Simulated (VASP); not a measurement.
A run of VASP 6.6.1 is set up as follows.

File POSCAR:

```
Rh
1.0
    2.7932702326      0.0000000000      0.0000000000
   -1.3966356277      2.4190427855      0.0000000000
    0.0000000000      0.0000000000      4.5294989449
Rh
2
Direct
    0.6666666667      0.3333333333      0.7500000000
    0.3333333333      0.6666666667      0.2500000000
```

Contents of INCAR.step1:

```
SYSTEM = Rh
PREC = Accurate
ENCUT = 520
ISMEAR = 1
SIGMA = 0.15
LREAL = .FALSE.
LASPH = .TRUE.
NELM = 100
NBANDS = 22
GGA = PE
ALGO = Normal
EDIFF = 1E-4
LWAVE = .TRUE.
LCHARG = .FALSE.
```

INCAR.step2

```
SYSTEM = Rh
PREC = Accurate
ENCUT = 520
EDIFF = 1E-7
ISMEAR = 1
SIGMA = 0.15
LREAL = .FALSE.
LASPH = .TRUE.
NELM = 100
ALGO = Normal
ISIF = 2
LWAVE = .FALSE.
LCHARG = .TRUE.
METAGGA = R2SCAN
LMIXTAU = .TRUE.
LELF = .TRUE.
LVHAR = .TRUE.
NBANDS = 22
ISTART = 1
```

File KPOINTS:

```
regular mesh
0
G
  12 12 7
  0 0 0
```

Potentials or basis: VASP PAW PBE potentials, release 64 (Rh_pv).

Launch:

```sh
$ cat potpaw_PBE.64/Rh_pv/POTCAR > POTCAR
$ cp INCAR.step1 INCAR
$ mpirun -np 1 vasp_std > vasp.out
$ cp INCAR.step2 INCAR
$ mpirun -np 1 vasp_std > vasp.out
```

(1) Predict the pressure.

(2) Predict the band gap on the k mesh.

Answers

(1) -21.8 GPa.

(2) zero (band 15 reaches 10.47 eV, above the bottom of band 16 at 8.42 eV).

Caveat: the PAW data sets were made with another functional, which shifts forces and pressure a little.
